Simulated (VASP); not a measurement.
# Na (Fm-3m) in VASP: further runs, part 2 of 2

VASP 6.6.1. The steps go on from the part before.

### 3 Single point, PBE (27.73 Å³/atom)

This run uses another cell than the first one, of 27.73 Å³/atom.

File INCAR:

```
SYSTEM = Na
PREC     = Accurate       ! precision mode
ENCUT    = 520            ! plane-wave cutoff, eV
EDIFF    = 1E-6           ! SCF threshold, eV
ISMEAR   = -1             ! smearing method
SIGMA    = 0.1            ! smearing width, eV
LREAL    = .False.        ! projectors in reciprocal space
LASPH    = .True.         ! aspherical terms in the spheres
NELM     = 100            ! most SCF steps
ALGO     = Normal         ! electronic algorithm
ISIF     = 2              ! what is computed and relaxed
LWAVE    = .False.        ! write WAVECAR
LCHARG   = .False.        ! write CHGCAR
GGA      = PE             ! functional
NBANDS   = 10             ! bands
```

File KPOINTS:

```
regular mesh
0
Gamma
  14 14 14
  0 0 0
```

File POSCAR:

```
Na
1.0
    0.0000000000      2.4022548253      2.4022548253
    2.4022548253      0.0000000000      2.4022548253
    2.4022548253      2.4022548253      0.0000000000
Na
1
Direct
    0.0000000000      0.0000000000      0.0000000000
```

Potentials or basis: VASP PAW PBE potentials, release 64 (Na_pv).

On the command line:

```bash
$ cat potpaw_PBE.64/Na_pv/POTCAR > POTCAR
$ mpirun -np 1 vasp_std > vasp.out
```

OUTCAR:

```text
SYSTEM = Na
   PREC = Accurate
   ENCUT = 520
   EDIFF = 1E-6
   ISMEAR = -1
   LREAL = .False.
   LASPH = .True.
   NELM = 100
   ISIF = 2
   GGA = PE

 ion  position               nearest neighbor table
   1  0.000  0.000  0.000-

  LATTYP: Found a face centered cubic cell.
 ALAT       =     4.8045096506

  Lattice vectors:

 A1 = (   0.0000000000,   2.4022548253,   2.4022548253)
 A2 = (   2.4022548253,   0.0000000000,   2.4022548253)
 A3 = (   2.4022548253,   2.4022548253,   0.0000000000)

Analysis of symmetry for initial positions (statically):
=====================================================================
 Subroutine PRICEL returns:
 Original cell was already a primitive cell.

 Routine SETGRP: Setting up the symmetry group for a
 face centered cubic supercell.

 Subroutine GETGRP returns: Found 48 space group operations
 (whereof 48 operations were pure point group operations)
 out of a pool of 48 trial point group operations.

The static configuration has the point symmetry O_h .

Analysis of symmetry for dynamics (positions and initial velocities):
=====================================================================
 Subroutine PRICEL returns:
 Original cell was already a primitive cell.

 Routine SETGRP: Setting up the symmetry group for a
 face centered cubic supercell.

 Subroutine GETGRP returns: Found 48 space group operations
 (whereof 48 operations were pure point group operations)
 out of a pool of 48 trial point group operations.

The dynamic configuration has the point symmetry O_h .

 Subroutine INISYM returns: Found 48 space group operations
 (whereof 48 operations are pure point group operations),
 and found     1 'primitive' translations

----------------------------------------------------------------------------------------

                                     Primitive cell

  volume of cell :      27.7260

  direct lattice vectors                    reciprocal lattice vectors
     0.000000000  2.402254825  2.402254825    -0.208137786  0.208137786  0.208137786
     2.402254825  0.000000000  2.402254825     0.208137786 -0.208137786  0.208137786
     2.402254825  2.402254825  0.000000000     0.208137786  0.208137786 -0.208137786

  length of vectors
     3.397301354  3.397301354  3.397301354     0.360505220  0.360505220  0.360505220

  position of ions in fractional coordinates (direct lattice)
     0.000000000  0.000000000  0.000000000

  ion indices of the primitive-cell ions
   primitive index   ion index
                 1           1

----------------------------------------------------------------------------------------

 KPOINTS: regular mesh

Automatic generation of k-mesh.
 Grid dimensions read from file:
 generate k-points for:   14   14   14

 Generating k-lattice:

  Cartesian coordinates                     Fractional coordinates (reciprocal lattice)
    -0.014866985  0.014866985  0.014866985     0.071428571  0.000000000  0.000000000
     0.014866985 -0.014866985  0.014866985     0.000000000  0.071428571  0.000000000
     0.014866985  0.014866985 -0.014866985     0.000000000  0.000000000  0.071428571

  Length of vectors
     0.025750373  0.025750373  0.025750373

  Shift w.r.t. Gamma in fractional coordinates (k-lattice)
     0.000000000  0.000000000  0.000000000

 Subroutine IBZKPT returns following result:
 ===========================================

 Found    104 irreducible k-points:

 Following reciprocal coordinates:
            Coordinates               Weight
  0.000000  0.000000  0.000000      1.000000
  0.071429  0.000000  0.000000      8.000000
  0.142857  0.000000  0.000000      8.000000
  0.214286  0.000000  0.000000      8.000000
  0.285714  0.000000  0.000000      8.000000
  0.357143  0.000000  0.000000      8.000000
[... 16 lines left out ...]
  0.214286  0.142857  0.000000     24.000000
  0.285714  0.142857  0.000000     24.000000
 [... further k-points ...]
   k-points           NKPTS =    104   k-points in BZ     NKDIM =    104   number of bands    NBANDS=     10
   number of dos      NEDOS =    301   number of ions     NIONS =      1
   total plane-waves  NPLWV =  21952
   dimension x,y,z NGX =    28 NGY =   28 NGZ =   28
   dimension x,y,z NGXF=    56 NGYF=   56 NGZF=   56
   ions per type =               1
   NGX,Y,Z   is equivalent  to a cutoff of  13.70, 13.70, 13.70 a.u.
   NGXF,Y,Z  is equivalent  to a cutoff of  27.40, 27.40, 27.40 a.u.
 SYSTEM =  Na
   PREC   = accura    normal or accurate (medium, high low for compatibility)
   ISTART =      0    job   : 0-new  1-cont  2-samecut
   ICHARG =      2    charge: 1-file 2-atom 10-const
   ISPIN  =      1    spin polarized calculation?
   LNONCOLLINEAR =      F non collinear calculations
   LSORBIT =      F    spin-orbit coupling
   LASPH  =      T    aspherical Exc in radial PAW
   ENCUT  =  520.0 eV  38.22 Ry    6.18 a.u.   6.32  6.32  6.32*2*pi/ulx,y,z
   NELM   =    100;   NELMIN=  2; NELMDL= -5     # of ELM steps
   EDIFF  = 0.1E-05   stopping-criterion for ELM
   LREAL  =      F    real-space projection
   EDIFFG = 0.1E-04   stopping-criterion for IOM
   NSW    =      0    number of steps for IOM
   IBRION =     -1    ionic relax: 0-MD 1-quasi-New 2-CG
   NFREE  =      0    steps in history (QN), initial steepest desc. (CG)
   ISIF   =      2    stress and relaxation
   ISYM   =      2    0-nonsym 1-usesym 2-fastsym
   POTIM  = 0.5000    time-step for ionic-motion
   TEBEG  =    0.0;   TEEND  =   0.0 temperature during run
   PSTRESS=    0.0 pullay stress
   NELECT =       7.0000    total number of electrons
   NUPDOWN=      -1.0000    fix difference up-down
   EMIN   =  10.00;   EMAX   =-10.00  energy-range for DOS
   EFERMI =   0.00;   METHOD = LEGACY
   ISMEAR =    -1;   SIGMA  =   0.10  broadening in eV -4-tet -1-fermi 0-gaus
   EFERMI_NEDOS =   21; number of points for ismear=-14 and -15
   IALGO  =     38    algorithm
   IMIX   =      4    mixing-type and parameters
     AMIX     =   0.40;   BMIX     =  1.00
     AMIX_MAG =   1.60;   BMIX_MAG =  1.00
  volume/ion in A,a.u.               =      27.73       187.10
  Fermi-wavevector in a.u.,A,eV,Ry     =   1.034694  1.955287 14.566273  1.070591
  Thomas-Fermi vector in A             =   2.169001
   LORBIT       =      0    0 simple, 1 ext, 2 COOP (PROOUT), +10 PAW based schemes
   GGA     = PE    functional components
   LHFCALC =     F    Hartree Fock is set to
   AEXX    =    0.0000 exact exchange contribution
   IVDW    =     0    specifies the selected vdW correction
   LEPSILON=     F    determine dielectric tensor
   LRPA    =     F    only Hartree local field effects (RPA)
 non-spin polarized calculation
  energy-cutoff  :      520.00
  volume of cell :       27.73
 maximum number of plane-waves:       760
 NGX is ok and might be reduce to    28
   NGX = 13   NGY = 13   NGZ = 13

 number of electron       6.9999993 magnetization

 Free energy of the ion-electron system (eV)
  ---------------------------------------------------
  ext. energy  EPLUGINS =         0.00000000
  ---------------------------------------------------
  free energy    TOTEN  =        -1.23047370 eV

  energy without entropy =       -1.21827471  energy(sigma->0) =       -1.22437421

 E-fermi :   1.3235     XC(G=0):  -7.3132

 val. band max:        1.2198043719   @ k =   0.5000   0.3571   0.1429
 cond. band min:       1.3443949766   @ k =   0.5000   0.2857   0.0714
 fundamental gap:      0.1245906047
 Fermi energy:         1.3234906262

 k-point     1 :       0.0000    0.0000    0.0000
  band No.  band energies     occupation
      1     -23.4258      2.00000
      2     -23.4258      2.00000
      3     -23.4258      2.00000
      4      -2.6324      2.00000
      5      14.2836      0.00000
      6      14.2836      0.00000
      7      14.2836      0.00000
      8      15.6350      0.00000
      9      16.8396      0.00000
     10      16.8396      0.00000
[... 287 lines left out ...]
 k-point    24 :       0.2857    0.1429    0.0000
  band No.  band energies     occupation
      1     -23.4734      2.00000
      2     -23.4384      2.00000
      3     -23.4374      2.00000
      4      -1.1258      2.00000
      5       8.4275      0.00000
      6      11.7261      0.00000
      7      11.8970      0.00000
      8      13.5239      0.00000
      9      16.7954      0.00000
     10      18.8753      0.00000

 [... further k-points ...]

------------------------ aborting loop because EDIFF is reached ----------------------------------------

  FORCE on cell =-STRESS in cart. coord.  units (eV):
  Direction    XX          YY          ZZ          XY          YZ          ZX
  --------------------------------------------------------------------------------------
  -------------------------------------------------------------------------------------
  Total        0.6551373      0.6551373      0.6551373      0.0000000      0.0000000      0.0000000
  in kB       37.8578286     37.8578286     37.8578286      0.0000000      0.0000000      0.0000000
  external PRESSURE =      37.8578286 kB  Pullay stress =       0.0000000 kB

 VOLUME and BASIS-vectors are now :
 -----------------------------------------------------------------------------
  energy-cutoff  :      520.00
  volume of cell :       27.73
      direct lattice vectors                 reciprocal lattice vectors
     0.000000000  2.402254825  2.402254825    -0.208137786  0.208137786  0.208137786
     2.402254825  0.000000000  2.402254825     0.208137786 -0.208137786  0.208137786
     2.402254825  2.402254825  0.000000000     0.208137786  0.208137786 -0.208137786

 POSITION                                       TOTAL-FORCE (eV/Angst)
 -----------------------------------------------------------------------------------
      0.00000      0.00000      0.00000         0.000000      0.000000      0.000000
 -----------------------------------------------------------------------------------
    total drift:                               -0.000000     -0.000000     -0.000000

  FREE ENERGIE OF THE ION-ELECTRON SYSTEM (eV)
  ---------------------------------------------------
  free  energy   TOTEN  =        -1.2304737014 eV

  energy  without entropy=       -1.2182747087  energy(sigma->0) =       -1.22437421
```

It took 8.3 s on 1 thread of Intel Xeon 6975P-C (Granite Rapids), shared host; peak memory 0.15 GiB.

What came out:

| Property | Result |
| --- | --- |
| Free energy | -1.2305 eV |
| Pressure | 3.8 GPa |
| Band gap on the k mesh | zero (an odd number of electrons rules out a gap without spin polarisation) |

Caveat: the cell stands under pressure.

### 4 Single point, PBE (31.42 Å³/atom)

This run uses another cell than the first one, of 31.42 Å³/atom.

File INCAR:

```
SYSTEM = Na
ALGO = Normal ; EDIFF = 1E-7
ENCUT = 520 ; GGA = PE
ISIF = 2 ; ISMEAR = -1
LASPH = .TRUE. ; LCHARG = .FALSE.
LREAL = .FALSE. ; LWAVE = .FALSE.
NBANDS = 10 ; NELM = 100
PREC = Accurate ; SIGMA = 0.1
```

File KPOINTS:

```
k-points
0
G
  14 14 14
  0 0 0
```

File POSCAR:

```
Na
1.0
    0.0000000000      2.5045995325      2.5045995325
    2.5045995325      0.0000000000      2.5045995325
    2.5045995325      2.5045995325      0.0000000000
Na
1
Direct
    0.0000000000      0.0000000000      0.0000000000
```

Potentials or basis: VASP PAW PBE potentials, release 64 (Na_pv).

On the command line:

```bash
$ cat potpaw_PBE.64/Na_pv/POTCAR > POTCAR
$ mpirun -np 1 vasp_std > vasp.out
```

OUTCAR:

```text
SYSTEM = Na
   EDIFF = 1E-7
   ENCUT = 520
   GGA = PE
   ISIF = 2
   ISMEAR = -1
   LASPH = .TRUE.
   LREAL = .FALSE.
   NELM = 100
   PREC = Accurate

 ion  position               nearest neighbor table
   1  0.000  0.000  0.000-

  LATTYP: Found a face centered cubic cell.
 ALAT       =     5.0091990650

  Lattice vectors:

 A1 = (   0.0000000000,   2.5045995325,   2.5045995325)
 A2 = (   2.5045995325,   0.0000000000,   2.5045995325)
 A3 = (   2.5045995325,   2.5045995325,   0.0000000000)

Analysis of symmetry for initial positions (statically):
=====================================================================
 Subroutine PRICEL returns:
 Original cell was already a primitive cell.

 Routine SETGRP: Setting up the symmetry group for a
 face centered cubic supercell.

 Subroutine GETGRP returns: Found 48 space group operations
 (whereof 48 operations were pure point group operations)
 out of a pool of 48 trial point group operations.

The static configuration has the point symmetry O_h .

Analysis of symmetry for dynamics (positions and initial velocities):
=====================================================================
 Subroutine PRICEL returns:
 Original cell was already a primitive cell.

 Routine SETGRP: Setting up the symmetry group for a
 face centered cubic supercell.

 Subroutine GETGRP returns: Found 48 space group operations
 (whereof 48 operations were pure point group operations)
 out of a pool of 48 trial point group operations.

The dynamic configuration has the point symmetry O_h .

 Subroutine INISYM returns: Found 48 space group operations
 (whereof 48 operations are pure point group operations),
 and found     1 'primitive' translations

----------------------------------------------------------------------------------------

[... 111 lines left out ...]
  volume/ion in A,a.u.               =      31.42       212.05
  Fermi-wavevector in a.u.,A,eV,Ry     =   0.992413  1.875389 13.400161  0.984884
  Thomas-Fermi vector in A             =   2.124223
   LORBIT       =      0    0 simple, 1 ext, 2 COOP (PROOUT), +10 PAW based schemes
   GGA     = PE    functional components
   LHFCALC =     F    Hartree Fock is set to
   AEXX    =    0.0000 exact exchange contribution
   IVDW    =     0    specifies the selected vdW correction
   LEPSILON=     F    determine dielectric tensor
   LRPA    =     F    only Hartree local field effects (RPA)
 non-spin polarized calculation
  energy-cutoff  :      520.00
  volume of cell :       31.42
 maximum number of plane-waves:       877
   NGX = 13   NGY = 13   NGZ = 13

 number of electron       6.9999996 magnetization

 Free energy of the ion-electron system (eV)
  ---------------------------------------------------
  ext. energy  EPLUGINS =         0.00000000
  ---------------------------------------------------
  free energy    TOTEN  =        -1.29305550 eV

  energy without entropy =       -1.27991672  energy(sigma->0) =       -1.28648611

 E-fermi :   0.8554     XC(G=0):  -6.9496

 val. band max:        0.7571128460   @ k =   0.5000   0.3571   0.1429
 cond. band min:       0.8733416737   @ k =   0.5000   0.2857   0.0714
 fundamental gap:      0.1162288277
 Fermi energy:         0.8554198965

 k-point     1 :       0.0000    0.0000    0.0000
  band No.  band energies     occupation
      1     -23.9394      2.00000
      2     -23.9394      2.00000
      3     -23.9394      2.00000
      4      -2.7944      2.00000
      5      12.9832      0.00000
      6      12.9832      0.00000
      7      12.9832      0.00000
      8      14.2164      0.00000
      9      15.0866      0.00000
     10      15.0866      0.00000
[... 287 lines left out ...]
 k-point    24 :       0.2857    0.1429    0.0000
  band No.  band energies     occupation
      1     -23.9706      2.00000
      2     -23.9479      2.00000
      3     -23.9472      2.00000
      4      -1.4131      2.00000
      5       7.4750      0.00000
      6      10.6124      0.00000
      7      10.6335      0.00000
      8      12.1153      0.00000
      9      14.9487      0.00000
     10      17.1482      0.00000

 [... further k-points ...]

------------------------ aborting loop because EDIFF is reached ----------------------------------------

  FORCE on cell =-STRESS in cart. coord.  units (eV):
  Direction    XX          YY          ZZ          XY          YZ          ZX
  --------------------------------------------------------------------------------------
  -------------------------------------------------------------------------------------
  Total        0.3312682      0.3312682      0.3312682     -0.0000000     -0.0000000      0.0000000
  in kB       16.8906147     16.8906147     16.8906147     -0.0000000     -0.0000000      0.0000000
  external PRESSURE =      16.8906147 kB  Pullay stress =       0.0000000 kB

 VOLUME and BASIS-vectors are now :
 -----------------------------------------------------------------------------
  energy-cutoff  :      520.00
  volume of cell :       31.42
      direct lattice vectors                 reciprocal lattice vectors
     0.000000000  2.504599532  2.504599532    -0.199632713  0.199632713  0.199632713
     2.504599532  0.000000000  2.504599532     0.199632713 -0.199632713  0.199632713
     2.504599532  2.504599532  0.000000000     0.199632713  0.199632713 -0.199632713

 POSITION                                       TOTAL-FORCE (eV/Angst)
 -----------------------------------------------------------------------------------
      0.00000      0.00000      0.00000         0.000000     -0.000000      0.000000
 -----------------------------------------------------------------------------------
    total drift:                               -0.000000     -0.000000     -0.000000

  FREE ENERGIE OF THE ION-ELECTRON SYSTEM (eV)
  ---------------------------------------------------
  free  energy   TOTEN  =        -1.2930554978 eV

  energy  without entropy=       -1.2799167218  energy(sigma->0) =       -1.28648611
```

Wall time 9.1 s (1 thread of Intel Xeon 6975P-C (Granite Rapids), shared host); peak memory 0.16 GiB.

Results:

```yaml
Free_energy: -1.2931 eV
Pressure: 1.7 GPa
Band_gap_on_the_k_mesh: zero (an odd number of electrons rules out a gap without spin polarisation)
```

### 5 Single point, PBE (31.42 Å³/atom)

This run uses another cell than the first one, of 31.42 Å³/atom.

File INCAR:

```
PREC = Accurate ; ENCUT = 520
EDIFF = 1E-6 ; ISMEAR = -1
SIGMA = 0.1 ; LREAL = F
LASPH = T ; NELM = 100
ALGO = Normal ; ISIF = 2
LWAVE = F ; LCHARG = F
GGA = PE ; NBANDS = 10
```

File KPOINTS:

```
regular mesh
0
Gamma
  14 14 14
```

POSCAR is that of step 4.

On the command line:

```bash
$ cat potpaw_PBE.64/Na_pv/POTCAR > POTCAR
$ mpirun -np 1 vasp_std > vasp.out
```

Wall time 8.5 s (1 thread of Intel Xeon 6975P-C (Granite Rapids), shared host); peak memory 0.16 GiB.

Results (log left out):

| Property | Result |
| --- | --- |
| Free energy | -1.2931 eV |
| Pressure | 1.7 GPa |
| Band gap on the k mesh | zero (an odd number of electrons rules out a gap without spin polarisation) |

Levels at points of the mesh, in eV from the Fermi level:
| k point | band 1 | band 2 | band 3 | band 4 | band 5 | band 6 | band 7 | band 8 |
| --- | --- | --- | --- | --- | --- | --- | --- | --- |
| (0.00, 0.00, 0.00) | -24.79 | -24.79 | -24.79 | -3.65 | 12.13 | 12.13 | 12.13 | 13.36 |
| (0.50, 0.00, 0.00) | -24.86 | -24.80 | -24.80 | 0.57 | 1.13 | 11.05 | 11.05 | 12.27 |
| (0.50, 0.50, 0.00) | -24.85 | -24.82 | -24.82 | 1.96 | 2.53 | 6.74 | 8.01 | 8.01 |

### 6 Summary

| cell | gap on the mesh (eV) | pressure (GPa) |
| --- | --- | --- |
| a = 3.239 Å, angles 60.0°, 1 atom | none | 7.4 |
| a = 3.397 Å, angles 60.0°, 1 atom | none | 3.8 |
| a = 3.542 Å, angles 60.0°, 1 atom | none | 1.7 |

Alike in all rows: task single point; level PBE; potentials or basis VASP PAW PBE potentials, release 64 (Na_pv); no spin polarisation; k mesh 14 × 14 × 14; cutoff (eV) 520; smearing fermi-dirac 0.1 eV.

Caveats: the cell stands under pressure (at least some runs).

Total energies depend on the potentials used, so only differences within one code and one set of settings carry meaning.

The gap in the log of VASP goes by the Fermi energy; the results here count the filled bands.